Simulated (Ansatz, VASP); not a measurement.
# Sr in VASP and in Ansatz

```
CELL_PARAMETERS angstrom
3.63578 0.00000 0.00000
-1.81789 3.14868 0.00000
0.00000 0.00000 6.92813
ATOMIC_POSITIONS crystal
Sr 0.33333 0.66667 0.25000
Sr 0.66667 0.33333 0.75000
```

Alike in both runs: task single point; functional PBEsol; k mesh 6 × 6 × 4; occupations gaussian, width 0.1 eV; no spin polarisation.

```csv
,VASP,Ansatz
version,VASP 6.6.1,Ansatz 0.2.0
potentials or method,"VASP PAW PBE potentials, release 64 (Sr_sv), cutoff 520 eV","scalar-relativistic, plane waves, PAW"
valence electrons in the cell,20,20
```

|  | VASP | Ansatz | Ansatz less VASP |
| --- | --- | --- | --- |
| gap on the k mesh at the Fermi level (eV) | none | none | - |
| pressure (GPa) | 5.2 | 5.2 | -0.04 |
| traceless stress, the component that is largest in VASP (GPa) | -4.49 | -4.47 | +0.018 |

VASP's potentials were made for PBE, not for PBEsol. A gap of «none» marks a metal or a gap that the smearing closes.
